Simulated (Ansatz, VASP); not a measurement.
# HfB: VASP beside Ansatz

File INCAR:

```
SYSTEM = HfB
PREC = Accurate
ENCUT = 500
EDIFF = 1E-6
ISMEAR = 0
SIGMA = 0.05
LREAL = .FALSE.
LASPH = .TRUE.
NELM = 120
ALGO = Normal
ISIF = 2
LWAVE = .FALSE.
LCHARG = .FALSE.
GGA = RE
NBANDS = 14
GGA_COMPAT = .FALSE.
```

File KPOINTS:

```
regular mesh
0
G
  8 8 8
  0 0 0
```

File POSCAR:

```
HfB
1.0
    0.0000000000      2.4286642254      2.4286642254
    2.4286642254      0.0000000000      2.4286642254
    2.4286642254      2.4286642254      0.0000000000
Hf B
1 1
Direct
    0.5000000000      0.5000000000      0.5000000000
    0.0000000000      0.0000000000      0.0000000000
```

Input for Ansatz:

```yaml
crystal:
  lattice:
    - [0.0, 2.4286642254, 2.4286642254]
    - [2.4286642254, 0.0, 2.4286642254]
    - [2.4286642254, 2.4286642254, 0.0]
  atoms:
    - { symbol: Hf, position: [0.5, 0.5, 0.5] }
    - { symbol: B, position: [0.0, 0.0, 0.0] }
basis:
  ecutwfc: 420
  ecutrho_ratio: 4
kpoints:
  mp_grid: { grid: [8, 8, 8] }
hamiltonian:
  xc: revpbe
scf:
  occupations: { method: gaussian, width: 0.05 }
output:
  forces: true
  stress: true
  eigenvalues: true
```

Alike in both runs: task single point; functional revPBE; k mesh 8 × 8 × 8; occupations gaussian, width 0.05 eV; no spin polarisation.

```csv
,VASP,Ansatz
version,VASP 6.6.1,Ansatz 0.2.0
potentials or method,"VASP PAW PBE potentials, release 64 (Hf_pv, B), cutoff 500 eV","scalar-relativistic, plane waves, PAW"
valence electrons in the cell,13,29
```

```tsv
	VASP	Ansatz	Ansatz less VASP
gap on the k mesh at the Fermi level (eV)	none	none	-
pressure (GPa)	0.0	0.0	-0.03
```

VASP's potentials were made for PBE, not for revPBE. A gap of «none» marks a metal or a gap that the smearing closes. With one functional, cell and mesh, what is left measures potentials, basis and numerics. VASP's potentials hold 13 valence electrons a cell and Ansatz's 29, so a difference there can come from the potentials and not from the codes.

Neither program's run includes spin-orbit coupling.
